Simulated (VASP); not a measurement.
# Cu (Fm-3m) in VASP: notebook

Aim: see how the results for Cu move with the level of theory and the settings. Levels: LDA, PBE+D3(BJ), RPBE. Tasks: single point.

All numbers are computed with VASP 6.6.1; they aren't measurements. Logs are shortened: lines on timing, memory, paths and dates and some standing lists are left out, and cuts for length are marked.

### Step 1. The cell of the first run

The structure is cubic, space group Fm-3m (No. 225). Conventional cell: a = 3.615 Å, b = 3.615 Å, c = 3.615 Å, α = 90.00°, β = 90.00°, γ = 90.00°. Cu (site symmetry m-3m) has 12 Cu at 2.56 Å within 3.4 Å.

### Step 2. Single point, LDA

INCAR

```
SYSTEM = Cu
PREC = Accurate
ENCUT = 600
EDIFF = 1E-6
ISMEAR = -1
SIGMA = 0.05
LREAL = .False.
LASPH = .True.
NELM = 120
ALGO = Normal
ISIF = 2
LWAVE = .False.
LCHARG = .False.
NBANDS = 12
GGA_COMPAT = .False.
```

KPOINTS

```
Automatic mesh
0
Gamma
  13 13 13
  0 0 0
```

POSCAR

```
Cu
1.0
    0.0000000000      1.8075000000      1.8075000000
    1.8075000000      0.0000000000      1.8075000000
    1.8075000000      1.8075000000      0.0000000000
Cu
1
Direct
    0.0000000000      0.0000000000      0.0000000000
```

Potentials or basis: VASP PAW LDA potentials, release 64 (Cu).

Run with:

```console
$ cat potpaw_LDA.64/Cu/POTCAR > POTCAR
$ mpirun -np 1 vasp_std > vasp.out
```

OUTCAR:

```text
SYSTEM = Cu
   PREC = Accurate
   ENCUT = 600
   EDIFF = 1E-6
   ISMEAR = -1
   LREAL = .False.
   LASPH = .True.
   NELM = 120
   ISIF = 2

 ion  position               nearest neighbor table
   1  0.000  0.000  0.000-

  LATTYP: Found a face centered cubic cell.
 ALAT       =     3.6150000000

  Lattice vectors:

 A1 = (   0.0000000000,   1.8075000000,   1.8075000000)
 A2 = (   1.8075000000,   0.0000000000,   1.8075000000)
 A3 = (   1.8075000000,   1.8075000000,   0.0000000000)

Analysis of symmetry for initial positions (statically):
=====================================================================
 Subroutine PRICEL returns:
 Original cell was already a primitive cell.

 Routine SETGRP: Setting up the symmetry group for a
 face centered cubic supercell.

 Subroutine GETGRP returns: Found 48 space group operations
[... 9 lines left out ...]

 Routine SETGRP: Setting up the symmetry group for a
 face centered cubic supercell.

 Subroutine GETGRP returns: Found 48 space group operations
[... 11 lines left out ...]
                                     Primitive cell

  volume of cell :      11.8104

  direct lattice vectors                    reciprocal lattice vectors
     0.000000000  1.807500000  1.807500000    -0.276625173  0.276625173  0.276625173
     1.807500000  0.000000000  1.807500000     0.276625173 -0.276625173  0.276625173
     1.807500000  1.807500000  0.000000000     0.276625173  0.276625173 -0.276625173

  length of vectors
     2.556191014  2.556191014  2.556191014     0.479128854  0.479128854  0.479128854

  position of ions in fractional coordinates (direct lattice)
     0.000000000  0.000000000  0.000000000

  ion indices of the primitive-cell ions
   primitive index   ion index
                 1           1

----------------------------------------------------------------------------------------

 KPOINTS: Automatic mesh

Automatic generation of k-mesh.
 Grid dimensions read from file:
 generate k-points for:   13   13   13

 Generating k-lattice:

  Cartesian coordinates                     Fractional coordinates (reciprocal lattice)
    -0.021278859  0.021278859  0.021278859     0.076923077  0.000000000  0.000000000
     0.021278859 -0.021278859  0.021278859     0.000000000  0.076923077  0.000000000
     0.021278859  0.021278859 -0.021278859     0.000000000  0.000000000  0.076923077

  Length of vectors
     0.036856066  0.036856066  0.036856066

  Shift w.r.t. Gamma in fractional coordinates (k-lattice)
     0.000000000  0.000000000  0.000000000

 Subroutine IBZKPT returns following result:
[... 49 lines left out ...]
   EDIFF  = 0.1E-05   stopping-criterion for ELM
   LREAL  =      F    real-space projection
   EDIFFG = 0.1E-04   stopping-criterion for IOM
   NSW    =      0    number of steps for IOM
   IBRION =     -1    ionic relax: 0-MD 1-quasi-New 2-CG
   NFREE  =      0    steps in history (QN), initial steepest desc. (CG)
   ISIF   =      2    stress and relaxation
   ISYM   =      2    0-nonsym 1-usesym 2-fastsym
   POTIM  = 0.5000    time-step for ionic-motion
   TEBEG  =    0.0;   TEEND  =   0.0 temperature during run
   PSTRESS=    0.0 pullay stress
   NELECT =      11.0000    total number of electrons
   NUPDOWN=      -1.0000    fix difference up-down
   EMIN   =  10.00;   EMAX   =-10.00  energy-range for DOS
   EFERMI =   0.00;   METHOD = LEGACY
   ISMEAR =    -1;   SIGMA  =   0.05  broadening in eV -4-tet -1-fermi 0-gaus
   EFERMI_NEDOS =   21; number of points for ismear=-14 and -15
   IALGO  =     38    algorithm
   IMIX   =      4    mixing-type and parameters
     AMIX     =   0.40;   BMIX     =  1.00
     AMIX_MAG =   1.60;   BMIX_MAG =  1.00
  volume/ion in A,a.u.               =      11.81        79.70
  Fermi-wavevector in a.u.,A,eV,Ry     =   1.598763  3.021224 34.777078  2.556043
  Thomas-Fermi vector in A             =   2.696162
   LORBIT       =      0    0 simple, 1 ext, 2 COOP (PROOUT), +10 PAW based schemes
   GGA     = CA    functional components
   LHFCALC =     F    Hartree Fock is set to
   AEXX    =    0.0000 exact exchange contribution
   IVDW    =     0    specifies the selected vdW correction
   LEPSILON=     F    determine dielectric tensor
   LRPA    =     F    only Hartree local field effects (RPA)
 non-spin polarized calculation
  energy-cutoff  :      600.00
  volume of cell :       11.81
 maximum number of plane-waves:       411
   NGX = 11   NGY = 11   NGZ = 11

 number of electron      11.0000001 magnetization

 Free energy of the ion-electron system (eV)
  ---------------------------------------------------
  ext. energy  EPLUGINS =         0.00000000
  ---------------------------------------------------
  free energy    TOTEN  =        -4.67572632 eV

  energy without entropy =       -4.67306037  energy(sigma->0) =       -4.67439335

 E-fermi :   7.5064     XC(G=0): -13.1028

 val. band max:        7.3105388086   @ k =   0.4615   0.2308   0.0000
 cond. band min:       7.5159517052   @ k =   0.4615   0.3077   0.0000
 fundamental gap:      0.2054128966
 Fermi energy:         7.5064263659

 k-point     1 :       0.0000    0.0000    0.0000
  band No.  band energies     occupation
      1      -2.0106      2.00000
      2       4.2594      2.00000
      3       4.2594      2.00000
      4       4.2594      2.00000
      5       5.0967      2.00000
      6       5.0967      2.00000
      7      30.0241      0.00000
      8      32.4826      0.00000
      9      32.4826      0.00000
     10      32.4826      0.00000
     11      35.0210      0.00000
     12      35.0210      0.00000
[... 331 lines left out ...]
 k-point    24 :       0.4615    0.1538    0.0000
  band No.  band energies     occupation
      1       2.4800      2.00000
      2       3.9250      2.00000
      3       4.2818      2.00000
      4       4.5432      2.00000
      5       5.6818      2.00000
      6       6.9923      1.99993
      7      13.3900      0.00000
      8      24.1956      0.00000
      9      25.4418      0.00000
     10      27.7435      0.00000
     11      37.4127      0.00000
     12      37.5985      0.00000

 [... further k-points ...]
[... 5 lines left out ...]
  --------------------------------------------------------------------------------------
  -------------------------------------------------------------------------------------
  Total       -0.8695817     -0.8695817     -0.8695817     -0.0000000     -0.0000000      0.0000000
  in kB     -117.9657869   -117.9657869   -117.9657869     -0.0000000     -0.0000000      0.0000000
  external PRESSURE =    -117.9657869 kB  Pullay stress =       0.0000000 kB

 VOLUME and BASIS-vectors are now :
 -----------------------------------------------------------------------------
  energy-cutoff  :      600.00
  volume of cell :       11.81
      direct lattice vectors                 reciprocal lattice vectors
     0.000000000  1.807500000  1.807500000    -0.276625173  0.276625173  0.276625173
     1.807500000  0.000000000  1.807500000     0.276625173 -0.276625173  0.276625173
     1.807500000  1.807500000  0.000000000     0.276625173  0.276625173 -0.276625173

 POSITION                                       TOTAL-FORCE (eV/Angst)
 -----------------------------------------------------------------------------------
      0.00000      0.00000      0.00000         0.000000      0.000000     -0.000000
 -----------------------------------------------------------------------------------
    total drift:                               -0.000000     -0.000000     -0.000000

  FREE ENERGIE OF THE ION-ELECTRON SYSTEM (eV)
  ---------------------------------------------------
  free  energy   TOTEN  =        -4.6757263225 eV

  energy  without entropy=       -4.6730603676  energy(sigma->0) =       -4.67439335
```

OSZICAR:

```text
N       E                     dE             d eps       ncg     rms          rms(c)
DAV:   1     0.425040401548E+02    0.42504E+02   -0.58479E+03  2288   0.173E+03
DAV:   2    -0.424341007105E+01   -0.46747E+02   -0.43242E+02  2076   0.212E+02
DAV:   3    -0.565624851995E+01   -0.14128E+01   -0.14033E+01  2412   0.425E+01
DAV:   4    -0.566546500235E+01   -0.92165E-02   -0.92154E-02  2292   0.302E+00
DAV:   5    -0.566555053562E+01   -0.85533E-04   -0.85532E-04  2436   0.298E-01    0.797E+00
DAV:   6    -0.511684431678E+01    0.54871E+00   -0.16208E+01  2388   0.791E+01    0.423E+00
DAV:   7    -0.469034635050E+01    0.42650E+00   -0.25969E+00  2420   0.319E+01    0.539E-01
DAV:   8    -0.467781332877E+01    0.12533E-01   -0.67686E-03  2484   0.155E+00    0.336E-01
DAV:   9    -0.467571465294E+01    0.20987E-02   -0.10984E-02  2472   0.183E+00    0.161E-02
DAV:  10    -0.467572410347E+01   -0.94505E-05   -0.29232E-05  2844   0.845E-02    0.489E-03
DAV:  11    -0.467572632361E+01   -0.22201E-05   -0.57867E-07  1680   0.922E-03    0.563E-04
DAV:  12    -0.467572632250E+01    0.11146E-08   -0.56941E-08  1236   0.299E-03
   1 F= -.46757263E+01 E0= -.46743933E+01  d E =-.266595E-02
```

stdout:

```text
POSCAR found type information on POSCAR Cu
 POSCAR found :  1 types and       1 ions
 scaLAPACK will be used
 LDA part: xc-table for (Slater(with rela. corr.)+CA(PZ))
 , standard interpolation
 POSCAR, INCAR and KPOINTS ok, starting setup
 FFT: planning ... GRIDC
 FFT: planning ... GRID_SOFT
 FFT: planning ... GRID
 WAVECAR not read
 entering main loop
```

It took 6.9 s on 1 thread of AMD EPYC 9R45 (Zen 5), shared host; peak memory 0.09 GiB.

Results:

```yaml
Free_energy: -4.6757 eV
Pressure: -11.8 GPa
```

### Step 3. Single point, PBE+D3(BJ)

This run uses another cell than the first one, of 11.57 Å³/atom, 0.980 times its volume.

INCAR

```
PREC = Accurate ; ENCUT = 600
EDIFF = 1E-6 ; ISMEAR = -1
SIGMA = 0.05 ; LREAL = False
LASPH = True ; NELM = 120
ALGO = Normal ; ISIF = 2
LWAVE = False ; LCHARG = True
GGA = PE ; IVDW = 12
LELF = True ; LVHAR = True
NBANDS = 12 ; GGA_COMPAT = False
```

KPOINTS

```
Automatic mesh
0
Gamma
  13 13 13
```

POSCAR

```
Cu
1.0
    0.0000000000      1.7953687620      1.7953687620
    1.7953687620      0.0000000000      1.7953687620
    1.7953687620      1.7953687620      0.0000000000
Cu
1
Direct
    0.0000000000      0.0000000000      0.0000000000
```

Potentials or basis: VASP PAW PBE potentials, release 64 (Cu).

Run with:

```console
$ cat potpaw_PBE.64/Cu/POTCAR > POTCAR
$ mpirun -np 1 vasp_std > vasp.out
```

Wall time 7.5 s (1 thread of AMD EPYC 9R45 (Zen 5), shared host); peak memory 0.11 GiB.

It converged, with:

| Item | Value |
| --- | --- |
| Free energy | -4.3182 eV |
| Pressure | -3.1 GPa |
| Dispersion energy per atom | -0.595 eV |

Levels at points of the mesh, in eV from the Fermi level:
```csv
k point,band 4,band 5,band 6,band 7,band 8,band 9
"(0.00, 0.00, 0.00)",-3.28,-2.43,-2.43,22.57,25.38,25.38
```

Caveat: pairwise dispersion overbinds metals, which lowers pressure and volume.

### Step 4. Single point, RPBE

This run uses another cell than the first one, of 11.10 Å³/atom, 0.940 times its volume.

INCAR

```
SYSTEM = Cu
PREC = Accurate ; ENCUT = 600
EDIFF = 1E-6 ; ISMEAR = -1
SIGMA = 0.05 ; LREAL = .False.
LASPH = .True. ; NELM = 120
ALGO = Normal ; ISIF = 2
LWAVE = .False. ; LCHARG = .False.
GGA = RP ; NBANDS = 12
GGA_COMPAT = .False.
```

KPOINTS

```
regular mesh
0
Gamma
  13 13 13
  0 0 0
```

POSCAR

```
Cu
1.0
    0.0000000000      1.7706018915      1.7706018915
    1.7706018915      0.0000000000      1.7706018915
    1.7706018915      1.7706018915      0.0000000000
Cu
1
Direct
    0.0000000000      0.0000000000      0.0000000000
```

Run with:

```console
$ cat potpaw_PBE.64/Cu/POTCAR > POTCAR
$ mpirun -np 1 vasp_std > vasp.out
```

Wall time 10 s (1 thread of Intel Xeon Platinum 8488C (Sapphire Rapids), shared host); peak memory 0.13 GiB.

The run converged. Its results:

```yaml
Free_energy: -3.1878 eV
Pressure: 18.6 GPa
```

Levels at points of the mesh, in eV from the Fermi level:
```
           k point  band 2  band 3  band 4  band 5  band 6  band 7  band 8  band 9  band 10  band 11
(0.00, 0.00, 0.00)   -3.42   -3.42   -3.42   -2.52   -2.52   22.84   26.06   26.06    26.06    28.59
```

Caveat: the PAW data sets were made with another functional, which shifts forces and pressure a little.

### Step 5. Single point, RPBE

This run uses another cell than the first one, of 11.34 Å³/atom, 0.960 times its volume.

INCAR

```
PREC = Accurate
ENCUT = 600
EDIFF = 1E-6
ISMEAR = -1
SIGMA = 0.05
LREAL = F
LASPH = T
NELM = 120
ALGO = Normal
ISIF = 2
LWAVE = F
LCHARG = F
GGA = RP
NBANDS = 12
GGA_COMPAT = F
```

KPOINTS

```
regular mesh
0
Gamma
  13 13 13
```

POSCAR

```
Cu
1.0
    0.0000000000      1.7830713297      1.7830713297
    1.7830713297      0.0000000000      1.7830713297
    1.7830713297      1.7830713297      0.0000000000
Cu
1
Direct
    0.0000000000      0.0000000000      0.0000000000
```

Run with:

```console
$ cat potpaw_PBE.64/Cu/POTCAR > POTCAR
$ mpirun -np 1 vasp_std > vasp.out
```

Wall time 10 s (1 thread of Intel Xeon Platinum 8488C (Sapphire Rapids), shared host); peak memory 0.13 GiB.

It converged, with:

```yaml
Free_energy: -3.2120 eV
Pressure: 14.4 GPa
```

Levels at points of the mesh, in eV from the Fermi level:
| k point | band 3 | band 4 | band 5 | band 6 | band 7 | band 8 | band 9 | band 10 |
| --- | --- | --- | --- | --- | --- | --- | --- | --- |
| (0.00, 0.00, 0.00) | -3.34 | -3.34 | -2.47 | -2.47 | 22.68 | 25.73 | 25.73 | 25.73 |

Caveat: the PAW data sets were made with another functional, which shifts forces and pressure a little.

### Step 6. The runs side by side

```csv
level,potentials or basis,cell,gap on the mesh (eV),pressure (GPa)
LDA,"VASP PAW LDA potentials, release 64 (Cu)","a = 2.556 Å, angles 60.0°, 1 atom",none,-11.8
PBE+D3(BJ),"VASP PAW PBE potentials, release 64 (Cu)","a = 2.539 Å, angles 60.0°, 1 atom",none,-3.1
RPBE,"VASP PAW PBE potentials, release 64 (Cu)","a = 2.504 Å, angles 60.0°, 1 atom",none,18.6
RPBE,"VASP PAW PBE potentials, release 64 (Cu)","a = 2.522 Å, angles 60.0°, 1 atom",none,14.4
```

Alike in all rows: task single point; no spin polarisation; k mesh 13 × 13 × 13; cutoff (eV) 600; smearing fermi-dirac 0.05 eV.

Caveats: the PAW data sets were made with another functional, which shifts forces and pressure a little (some runs); pairwise dispersion overbinds metals, which lowers pressure and volume (some runs).

Absolute energies hang on the potentials; compare differences alone.
